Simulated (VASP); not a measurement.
Set up this calculation in VASP 6.6.1, as the native input.

```
Task                   : dielectric tensor
Functional             : r2SCAN
Potentials or basis    : VASP PAW PBE potentials, release 64 (Ga_d, P)
Cutoff                 : 520 eV
k mesh                 : 6 × 6 × 6
Occupations            : gaussian, width 0.01 eV
Spin                   : no spin polarisation
Dipole correction      : no
Further INCAR settings : ALGO = Normal; EDIFF = 1e-08
```

The structure of GaP lies in POSCAR:

```
GaP
1.0
    0.0000000000      2.7253992874      2.8344152589
    2.7253992874      0.0000000000      2.8344152589
    2.7253992874      2.7253992874      0.0000000000
Ga P
1 1
Direct
    0.0000000000      0.0000000000      0.0000000000
    0.2500000000      0.2500000000      0.2500000000
```

This cell differs from its parent crystal: uniaxial z strain +4.0%.

These files were run (other wordings do the same):

INCAR

```
PREC = Accurate
ENCUT = 520
EDIFF = 1E-8
ISMEAR = 0
SIGMA = 0.01
LREAL = False
LASPH = True
NELM = 80
ALGO = Normal
ISIF = 2
LWAVE = False
LCHARG = False
METAGGA = R2SCAN
LMIXTAU = True
LCALCEPS = True
```

KPOINTS

```
regular mesh
0
Gamma
  6 6 6
```

Potentials or basis: VASP PAW PBE potentials, release 64 (Ga_d, P).

Command:

```sh
$ cat potpaw_PBE.64/Ga_d/POTCAR potpaw_PBE.64/P/POTCAR > POTCAR
$ mpirun -np 1 vasp_std > vasp.out
```

It gave:

The band gap on the k mesh is 1.79 eV, indirect (least direct gap 1.90 eV), the electronic dielectric tensor (diagonal) is 9.14, 9.14, 9.52 and the born charges (mean of the diagonal) is Ga +2.22; P -2.22 e.

Caveat: the cell differs from its parent crystal (uniaxial z strain +4.0%).

It took 28 min on 1 thread of Intel(R) Xeon(R) 6975P-C (Granite Rapids), with other jobs on the host, peak memory 0.38 GiB.
